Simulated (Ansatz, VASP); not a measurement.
# B2W: VASP beside Ansatz

```
B W
1.0
     3.05020    0.00000    0.00000
    -1.52510    2.64155    0.00000
     0.00000    0.00000    3.05000
B W
2 1
Direct
  0.33333 0.66667 0.50000
  0.66667 0.33333 0.50000
  0.00000 0.00000 0.00000
```

Change from the starting cell: equal xx and yy strain of +1 %.

Alike in both runs: task single point; functional LDA; k mesh 14 × 14 × 12; occupations fermi-dirac, width 0.05 eV; no spin polarisation.

```csv
,VASP,Ansatz
version,VASP 6.6.1,Ansatz 0.2.0
potentials or method,"VASP PAW LDA potentials, release 64 (B, W_sv), cutoff 520 eV","all-electron LAPW, scalar-relativistic"
```

|  | VASP | Ansatz | Ansatz less VASP |
| --- | --- | --- | --- |
| pressure (GPa) | 15.6 | 13.5 | -2.04 |
| traceless stress, the component that is largest in VASP (GPa) | 12.99 | 12.77 | -0.229 |

LDA's correlation is that of Perdew and Zunger in VASP and of Perdew and Wang (1992) in Ansatz. Ansatz ran all-electron here, and VASP with PAW potentials.

Neither program's run includes spin-orbit coupling.
